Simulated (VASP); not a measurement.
# Si (P6/mmm) in VASP: a series of runs

Runs on Si. Level: PBE. Tasks: relaxation of cell and atoms.

Everything below comes from runs of VASP 6.6.1. Logs are shortened: lines on timing, memory, paths and dates and some standing lists are left out, and cuts for length are marked.

## 1. The cell of the first run

It takes space group P6/mmm (No. 191, hexagonal). Conventional cell: a = 2.217 Å, b = 2.217 Å, c = 2.084 Å, α = 90.00°, β = 90.00°, γ = 120.00°. Within 2.8 Å of Si (site symmetry 6/mmm) lie 8 Si at 2.08 to 2.22 Å.

## 2. Relaxation of cell and atoms, PBE, target pressure 130 GPa, at which the enthalpy is minimised

The input, INCAR:

```
ALGO = Normal
EDIFF = 1E-6
EDIFFG = -0.005
ENCUT = 600
GGA = PE
IBRION = 2
ISIF = 3
ISMEAR = -1
LASPH = T
LCHARG = F
LREAL = F
LWAVE = F
NELM = 60
NSW = 60
PREC = Accurate
PSTRESS = 1300.0
SIGMA = 0.05
```

The input, KPOINTS:

```
k-points
0
Gamma
  19 19 18
```

The input, POSCAR:

```
Si
1.0
    2.2171580533      0.0000000000      0.0000000000
   -1.1085790267      1.9201151984      0.0000000000
    0.0000000000      0.0000000000      2.0841285701
Si
1
Direct
    0.0000000000      0.0000000000      0.0000000000
```

Potentials or basis: VASP PAW PBE potentials, release 64 (Si).

Started as:

```bash
$ cat potpaw_PBE.64/Si/POTCAR > POTCAR
$ mpirun -np 1 vasp_std > vasp.out
```

OUTCAR:

```text
EDIFF = 1E-6
   EDIFFG = -0.005
   ENCUT = 600
   GGA = PE
   IBRION = 2
   ISIF = 3
   ISMEAR = -1
   LASPH = T
   LREAL = F
   NELM = 60
   NSW = 60
   PREC = Accurate
   PSTRESS = 1300.0

 ion  position               nearest neighbor table
   1  0.000  0.000  0.000-

  LATTYP: Found a hexagonal cell.
 ALAT       =     2.2171580533
 C/A-ratio  =     0.9400000000

  Lattice vectors:

 A1 = (   2.2171580533,   0.0000000000,   0.0000000000)
 A2 = (  -1.1085790267,   1.9201151984,   0.0000000000)
 A3 = (   0.0000000000,   0.0000000000,   2.0841285701)

Analysis of symmetry for initial positions (statically):
=====================================================================
 Subroutine PRICEL returns:
 Original cell was already a primitive cell.

 Routine SETGRP: Setting up the symmetry group for a
 hexagonal supercell.

 Subroutine GETGRP returns: Found 24 space group operations
 (whereof 24 operations were pure point group operations)
 out of a pool of 24 trial point group operations.

The static configuration has the point symmetry D_6h.

Analysis of symmetry for dynamics (positions and initial velocities):
=====================================================================
 Subroutine PRICEL returns:
 Original cell was already a primitive cell.

 Routine SETGRP: Setting up the symmetry group for a
 hexagonal supercell.

 Subroutine GETGRP returns: Found 24 space group operations
 (whereof 24 operations were pure point group operations)
 out of a pool of 24 trial point group operations.

The dynamic configuration has the point symmetry D_6h.

 Subroutine INISYM returns: Found 24 space group operations
 (whereof 24 operations are pure point group operations),
 and found     1 'primitive' translations

----------------------------------------------------------------------------------------

                                     Primitive cell

  volume of cell :       8.8725

  direct lattice vectors                    reciprocal lattice vectors
     2.217158053  0.000000000  0.000000000     0.451027837  0.260401043  0.000000000
    -1.108579027  1.920115198  0.000000000     0.000000000  0.520802086  0.000000000
     0.000000000  0.000000000  2.084128570     0.000000000  0.000000000  0.479816847
[... 82 lines left out ...]
   EDIFF  = 0.1E-05   stopping-criterion for ELM
   LREAL  =      F    real-space projection
   EDIFFG = -.5E-02   stopping-criterion for IOM
   NSW    =     60    number of steps for IOM
   IBRION =      2    ionic relax: 0-MD 1-quasi-New 2-CG
   NFREE  =      1    steps in history (QN), initial steepest desc. (CG)
   ISIF   =      3    stress and relaxation
   ISYM   =      2    0-nonsym 1-usesym 2-fastsym
   POTIM  = 0.5000    time-step for ionic-motion
   TEBEG  =    0.0;   TEEND  =   0.0 temperature during run
   PSTRESS= 1300.0 pullay stress
   NELECT =       4.0000    total number of electrons
   NUPDOWN=      -1.0000    fix difference up-down
   EMIN   =  10.00;   EMAX   =-10.00  energy-range for DOS
   EFERMI =   0.00;   METHOD = LEGACY
   ISMEAR =    -1;   SIGMA  =   0.05  broadening in eV -4-tet -1-fermi 0-gaus
   EFERMI_NEDOS =   21; number of points for ismear=-14 and -15
   IALGO  =     38    algorithm
   IMIX   =      4    mixing-type and parameters
     AMIX     =   0.40;   BMIX     =  1.00
     AMIX_MAG =   1.60;   BMIX_MAG =  1.00
  volume/ion in A,a.u.               =       8.87        59.87
  Fermi-wavevector in a.u.,A,eV,Ry     =   1.255294  2.372161 21.439547  1.575762
  Thomas-Fermi vector in A             =   2.389057
   LORBIT       =      0    0 simple, 1 ext, 2 COOP (PROOUT), +10 PAW based schemes
   GGA     = PE    functional components
   LHFCALC =     F    Hartree Fock is set to
   AEXX    =    0.0000 exact exchange contribution
   IVDW    =     0    specifies the selected vdW correction
   LEPSILON=     F    determine dielectric tensor
   LRPA    =     F    only Hartree local field effects (RPA)
 conjugate gradient relaxation of ions
 non-spin polarized calculation
  energy-cutoff  :      600.00
  volume of cell :        8.87
 maximum number of plane-waves:       316
 NGX is ok and might be reduce to    18

--------------------------------------- Ionic step        1  -------------------------------------------

 number of electron       4.0000000 magnetization

 Free energy of the ion-electron system (eV)
  ---------------------------------------------------
  ext. energy  EPLUGINS =         0.00000000
  ---------------------------------------------------
  free energy    TOTEN  =        -2.93552715 eV

  energy without entropy =       -2.93244375  energy(sigma->0) =       -2.93398545

------------------------ aborting loop because EDIFF is reached ----------------------------------------

  FORCE on cell =-STRESS in cart. coord.  units (eV):
  Direction    XX          YY          ZZ          XY          YZ          ZX
  --------------------------------------------------------------------------------------
  -------------------------------------------------------------------------------------
  Total        9.1756498      9.1756498     10.9777815     -0.0000000     -0.0000000     -0.0000000
  in kB     1656.9101825   1656.9101825   1982.3334911     -0.0000000     -0.0000000     -0.0000000
  external PRESSURE =     465.3846187 kB  Pullay stress =    1300.0000000 kB
[... 283 lines left out ...]
--------------------------------------- Ionic step        9  -------------------------------------------

 number of electron       4.0000000 magnetization

 Free energy of the ion-electron system (eV)
  ---------------------------------------------------
  ext. energy  EPLUGINS =         0.00000000
  ---------------------------------------------------
  free energy    TOTEN  =        -3.59711329 eV

  energy without entropy =       -3.59413794  energy(sigma->0) =       -3.59562561

 E-fermi :  16.2486     XC(G=0): -12.9010

 val. band max:       16.2440630898   @ k =   0.2105   0.2105   0.0000
 cond. band min:      16.2669216257   @ k =   0.4211   0.0000   0.4444
 fundamental gap:      0.0228585359
 Fermi energy:        16.2486108486

 k-point     1 :       0.0000    0.0000    0.0000
  band No.  band energies     occupation
      1      -2.2832      2.00000
      2      23.6619      0.00000
      3      26.7856      0.00000
      4      30.7654      0.00000
      5      30.7654      0.00000
      6      32.9540      0.00000
[... 199 lines left out ...]
 k-point    24 :       0.3158    0.1053    0.0000
  band No.  band energies     occupation
      1       3.0801      2.00000
      2      12.4985      2.00000
      3      19.6029      0.00000
      4      28.7355      0.00000
      5      31.0623      0.00000
      6      36.1035      0.00000

 [... further k-points ...]
[... 5 lines left out ...]
  --------------------------------------------------------------------------------------
  -------------------------------------------------------------------------------------
  Total        7.7520031      7.7520031      7.7526890     -0.0000000      0.0000000     -0.0000000
  in kB     1299.8924657   1299.8924658   1300.0074898     -0.0000001      0.0000000     -0.0000000
  external PRESSURE =      -0.0691929 kB  Pullay stress =    1300.0000000 kB
[... 20 lines left out ...]
  energy  without entropy=       -3.5941379391  energy(sigma->0) =       -3.59562561

  enthalpy is  TOTEN    =         4.1555310789 eV   P V=        7.7526443678

 reached required accuracy - stopping structural energy minimisation
```

CONTCAR:

```text
Si
   1.00000000000000
     2.2538708463112687   -0.0000000000218569   -0.0000000000000000
    -1.1269354232253910    1.9519094098311534    0.0000000000000000
     0.0000000000000000   -0.0000000000000000    2.1718429061388034
  Si
     1
Direct
     0.0000000000000000    0.0000000000000000    0.0000000000000000

  0.00000000E+00  0.00000000E+00  0.00000000E+00
```

It took 38 s on 1 thread of Intel Xeon Platinum 8481C at 2.70GHz (Sapphire Rapids), shared host; peak memory 0.13 GiB.

What came out:

```yaml
Free_energy: -3.5971 eV
Relaxed_volume: 9.55 Å³/atom
Relaxed_cell: a = 2.254 Å, b = 2.254 Å, c = 2.172 Å, α = 90.00°, β = 90.00°, γ = 120.00°
Space_group_after_relaxing_to_0.05_Å: P6/mmm (No. 191)
Energy_change_on_relaxing_the_enthalpy_is_what_falls: -661.6 meV/atom
Ionic_steps: 9
Pressure_after_relaxing: 130.0 GPa
Band_gap_on_the_k_mesh: zero (band 2 reaches 23.66 eV, above the bottom of band 3 at 11.48 eV)
```

The path:
```
step  energy change (eV)  largest force (eV/Å)  pressure (GPa)  volume (Å³)
   1              0.0000                0.0000          176.54         8.87
   2             -1.9415                0.0000           29.36        12.59
   3             -0.7660                0.0000          122.94         9.69
   4             -0.6864                0.0000          128.50         9.59
   5             -0.6745                0.0000          129.35         9.57
   6             -0.6281                0.0000          132.05         9.52
   7             -0.6557                0.0000          130.41         9.55
   8             -0.6758                0.0000          129.01         9.57
   9             -0.6616                0.0000          129.99         9.55
```

Final structure:
```
Si
1.0
     2.25387    0.00000    0.00000
    -1.12694    1.95191    0.00000
     0.00000    0.00000    2.17184
Si
1
Direct
  0.00000 0.00000 0.00000
```

Caveat: the cell is relaxed towards a set pressure, so the enthalpy falls and the energy may rise.

## 3. Relaxation of cell and atoms, PBE, target pressure 130 GPa, at which the enthalpy is minimised

This run uses another cell than the first one, of 9.56 Å³/atom, 1.078 times its volume.

The input, INCAR:

```
SYSTEM = Si
PREC     = Accurate       ! precision mode
ENCUT    = 600            ! plane-wave cutoff, eV
EDIFF    = 1E-6           ! SCF threshold, eV
ISMEAR   = -1             ! smearing method
SIGMA    = 0.05           ! smearing width, eV
LREAL    = .FALSE.        ! projectors in reciprocal space
LASPH    = .TRUE.         ! aspherical terms in the spheres
NELM     = 100            ! most SCF steps
ALGO     = Normal         ! electronic algorithm
ISIF     = 3              ! what is computed and relaxed
LWAVE    = .FALSE.        ! write WAVECAR
LCHARG   = .FALSE.        ! write CHGCAR
GGA      = PE             ! functional
IBRION   = 2              ! ionic algorithm
NSW      = 32             ! ionic steps
EDIFFG   = -0.005         ! ionic threshold
PSTRESS  = 1300.0
```

The input, KPOINTS:

```
Automatic mesh
0
G
  19 19 18
  0 0 0
```

The input, POSCAR:

```
Si
1.0
    2.2546366516      0.0000000000      0.0000000000
   -1.1273183258      1.9525726166      0.0000000000
    0.0000000000      0.0000000000      2.1717562408
Si
1
Direct
    0.0000000000      0.0000000000      0.0000000000
```

Potentials or basis: VASP PAW PBE potentials, release 64 (Si).

Started as:

```bash
$ cat potpaw_PBE.64/Si/POTCAR > POTCAR
$ mpirun -np 1 vasp_std > vasp.out
```

It took 19 s on 1 thread of Intel Xeon Platinum 8481C at 2.70GHz (Sapphire Rapids), shared host; peak memory 0.13 GiB.

The run converged. Its results:

- Free energy: -3.5972 eV
- Relaxed volume: 9.55 Å³/atom
- Relaxed cell: a = 2.254 Å, b = 2.254 Å, c = 2.172 Å, α = 90.00°, β = 90.00°, γ = 120.00°
- Space group after relaxing (to 0.05 Å): P6/mmm (No. 191)
- Energy change on relaxing (the enthalpy is what falls): +4.9 meV/atom
- Ionic steps: 5
- Pressure after relaxing: 130.0 GPa
- Band gap on the k mesh: zero (band 2 reaches 23.66 eV, above the bottom of band 3 at 11.48 eV)

Stress tensor (GPa, compression positive):
```
130.02   0.00   0.00
  0.00 130.02   0.00
  0.00   0.00 129.93
```

Step by step:
| step | energy change (eV) | largest force (eV/Å) | pressure (GPa) | volume (Å³) |
| --- | --- | --- | --- | --- |
| 1 | 0.0000 | 0.0000 | 129.67 | 9.56 |
| 2 | 0.0220 | 0.0000 | 131.14 | 9.53 |
| 3 | 0.0053 | 0.0000 | 130.03 | 9.55 |
| 4 | 0.0041 | 0.0000 | 129.94 | 9.56 |
| 5 | 0.0049 | 0.0000 | 129.99 | 9.55 |

Final structure:
```cif
data_structure
_symmetry_space_group_name_H-M 'P 1'
_symmetry_Int_Tables_number 1
_cell_length_a 2.2539
_cell_length_b 2.2539
_cell_length_c 2.1719
_cell_angle_alpha 90.000
_cell_angle_beta 90.000
_cell_angle_gamma 120.000
_cell_volume 9.55
loop_
_atom_site_label
_atom_site_type_symbol
_atom_site_fract_x
_atom_site_fract_y
_atom_site_fract_z
_atom_site_occupancy
Si1 Si 0.00000 0.00000 0.00000 1
```

Levels at points of the mesh, in eV from the Fermi level:
```tsv
k point	band 1	band 2	band 3	band 4	band 5	band 6
(0.00, 0.00, 0.00)	-18.53	7.41	10.54	14.52	14.52	16.71
(0.00, 0.00, 0.50)	-11.49	-10.65	18.14	18.14	20.68	20.68
```

Caveat: the cell is relaxed towards a set pressure, so the enthalpy falls and the energy may rise.

## 4. Relaxation of cell and atoms, PBE, target pressure 130 GPa, at which the enthalpy is minimised

This run uses another cell than the first one: it holds 3 atoms, not 1.

The input, INCAR:

```
SYSTEM = Si
PREC = Accurate
ENCUT = 600
EDIFF = 1E-6
ISMEAR = -1
SIGMA = 0.05
LREAL = .False.
LASPH = .True.
NELM = 60
ALGO = Normal
ISIF = 3
LWAVE = .False.
LCHARG = .False.
GGA = PE
IBRION = 2
NSW = 60
EDIFFG = -0.005
PSTRESS = 1300.0
```

The input, KPOINTS:

```
Automatic mesh
0
Gamma
  10 10 13
  0 0 0
```

The input, POSCAR:

```
Si
1.0
    3.6560214662      0.0000000000      0.0000000000
   -1.8280107331      3.1662074665      0.0000000000
    0.0000000000      0.0000000000      2.2667333090
Si
3
Direct
    0.0000000000      0.0000000000      0.0000000000
    0.3333333333      0.6666666667      0.5000000000
    0.6666666667      0.3333333333      0.5000000000
```

Started as:

```bash
$ cat potpaw_PBE.64/Si/POTCAR > POTCAR
$ mpirun -np 1 vasp_std > vasp.out
```

Run time: 49 s. Hardware: 1 thread of Intel Xeon Platinum 8481C at 2.70GHz (Sapphire Rapids), shared host; peak memory 0.16 GiB.

Results (log left out):

```yaml
Free_energy: -10.2203 eV
Relaxed_volume: 9.03 Å³/atom
Relaxed_cell: a = 3.723 Å, b = 3.723 Å, c = 2.257 Å, α = 90.00°, β = 90.00°, γ = 120.00°
Space_group_after_relaxing_to_0.05_Å: P6/mmm (No. 191)
Energy_change_on_relaxing_the_enthalpy_is_what_falls: -247.4 meV/atom
Ionic_steps: 9
Pressure_after_relaxing: 130.0 GPa
Band_gap_on_the_k_mesh: zero (band 6 reaches 20.71 eV, above the bottom of band 7 at 13.52 eV)
```

Step by step:
```tsv
step	energy change (eV)	largest force (eV/Å)	pressure (GPa)	volume (Å³)
1	0.0000	0.0000	146.56	26.24
2	-2.5550	0.0000	85.95	29.81
3	-0.8032	0.0000	127.84	27.17
4	-0.7600	0.0000	128.81	27.12
5	-0.6864	0.0000	131.43	27.02
6	-0.7048	0.0000	130.84	27.04
7	-0.7025	0.0000	130.92	27.04
8	-0.8266	0.0000	128.12	27.19
9	-0.7421	0.0000	130.02	27.09
```

Final structure:
```yaml
crystal:
  lattice:
    - [3.72279, 0.00000, 0.00000]
    - [-1.86139, 3.22403, 0.00000]
    - [0.00000, 0.00000, 2.25679]
  atoms:
    - { symbol: Si, position: [0.00000, 0.00000, 0.00000] }
    - { symbol: Si, position: [0.33333, 0.66667, 0.50000] }
    - { symbol: Si, position: [0.66667, 0.33333, 0.50000] }
```

Levels at points of the mesh, in eV from the Fermi level:
| k point | band 2 | band 3 | band 4 | band 5 | band 6 | band 7 | band 8 | band 9 | band 10 |
| --- | --- | --- | --- | --- | --- | --- | --- | --- | --- |
| (0.00, 0.00, 0.00) | -6.84 | -6.84 | -6.80 | -6.80 | -4.43 | -4.06 | 7.12 | 7.91 | 15.58 |
| (0.50, 0.00, 0.00) | -15.95 | -10.00 | -8.57 | 2.59 | 2.97 | 4.07 | 4.07 | 7.98 | 9.45 |

Caveat: the cell is relaxed towards a set pressure, so the enthalpy falls and the energy may rise.

## 5. Relaxation of cell and atoms, PBE, target pressure 130 GPa, at which the enthalpy is minimised

This run uses another cell than the first one: it holds 3 atoms, not 1.

The input, INCAR:

```
SYSTEM = Si
PREC     = Accurate       ! precision mode
ENCUT    = 600            ! plane-wave cutoff, eV
EDIFF    = 1E-6           ! SCF threshold, eV
ISMEAR   = -1             ! smearing method
SIGMA    = 0.05           ! smearing width, eV
LREAL    = .False.        ! projectors in reciprocal space
LASPH    = .True.         ! aspherical terms in the spheres
NELM     = 100            ! most SCF steps
ALGO     = Normal         ! electronic algorithm
ISIF     = 3              ! what is computed and relaxed
LWAVE    = .False.        ! write WAVECAR
LCHARG   = .False.        ! write CHGCAR
GGA      = PE             ! functional
IBRION   = 2              ! ionic algorithm
NSW      = 32             ! ionic steps
EDIFFG   = -0.005         ! ionic threshold
PSTRESS  = 1300.0
```

KPOINTS is that of step 4.

The input, POSCAR:

```
Si
1.0
    3.7245642297      0.0000000000      0.0000000000
   -1.8622821148      3.2255672409      0.0000000000
    0.0000000000      0.0000000000      2.2571498742
Si
3
Direct
    0.0000000000      0.0000000000      0.0000000000
    0.3333333333      0.6666666667      0.5000000000
    0.6666666667      0.3333333333      0.5000000000
```

Started as:

```bash
$ cat potpaw_PBE.64/Si/POTCAR > POTCAR
$ mpirun -np 1 vasp_std > vasp.out
```

Run time: 24 s. Hardware: 1 thread of Intel Xeon Platinum 8481C at 2.70GHz (Sapphire Rapids), shared host; peak memory 0.15 GiB.

The run converged. Its results:

```yaml
Free_energy: -10.2219 eV
Relaxed_volume: 9.03 Å³/atom
Relaxed_cell: a = 3.723 Å, b = 3.723 Å, c = 2.257 Å, α = 90.00°, β = 90.00°, γ = 120.00°
Space_group_after_relaxing_to_0.05_Å: P6/mmm (No. 191)
Energy_change_on_relaxing_the_enthalpy_is_what_falls: +7.6 meV/atom
Ionic_steps: 5
Pressure_after_relaxing: 130.0 GPa
Band_gap_on_the_k_mesh: zero (band 6 reaches 20.71 eV, above the bottom of band 7 at 13.52 eV)
```

Step by step:
| step | energy change (eV) | largest force (eV/Å) | pressure (GPa) | volume (Å³) |
| --- | --- | --- | --- | --- |
| 1 | 0.0000 | 0.0000 | 129.47 | 27.12 |
| 2 | 0.0949 | 0.0000 | 131.67 | 27.00 |
| 3 | 0.0237 | 0.0000 | 130.03 | 27.09 |
| 4 | 0.0230 | 0.0000 | 130.01 | 27.09 |
| 5 | 0.0229 | 0.0000 | 129.99 | 27.09 |

Final structure:
```
Si
1.0
     3.72267    0.00000    0.00000
    -1.86133    3.22393    0.00000
     0.00000    0.00000    2.25709
Si
3
Direct
  0.00000 0.00000 0.00000
  0.33333 0.66667 0.50000
  0.66667 0.33333 0.50000
```

Levels at points of the mesh, in eV from the Fermi level:
```tsv
k point	band 3	band 4	band 5	band 6	band 7	band 8	band 9	band 10
(0.00, 0.00, 0.00)	-6.84	-6.80	-6.80	-4.43	-4.06	7.11	7.90	15.58
(0.50, 0.00, 0.00)	-10.00	-8.57	2.59	2.97	4.07	4.07	7.98	9.45
```

Caveat: the cell is relaxed towards a set pressure, so the enthalpy falls and the energy may rise.

## 6. The runs side by side

```csv
cell,k mesh,gap on the mesh (eV),pressure (GPa)
"relaxed to 130 GPa from a = 2.217, b = 2.217, c = 2.084 Å, angles 90.0, 90.0, 120.0°, 1 atom",19 × 19 × 18,none,130.0
"relaxed to 130 GPa from a = 2.255, b = 2.255, c = 2.172 Å, angles 90.0, 90.0, 120.0°, 1 atom",19 × 19 × 18,none,130.0
"relaxed to 130 GPa from a = 3.656, b = 3.656, c = 2.267 Å, angles 90.0, 90.0, 120.0°, 3 atoms",10 × 10 × 13,none,130.0
"relaxed to 130 GPa from a = 3.725, b = 3.725, c = 2.257 Å, angles 90.0, 90.0, 120.0°, 3 atoms",10 × 10 × 13,none,130.0
```

Alike in all rows: task relaxation of cell and atoms; level PBE; potentials or basis VASP PAW PBE potentials, release 64 (Si); no spin polarisation; cutoff (eV) 600; smearing fermi-dirac 0.05 eV.

Caveats: the cell is relaxed towards a set pressure, so the enthalpy falls and the energy may rise.

Total energies depend on the potentials used, so only differences within one code and one set of settings carry meaning.
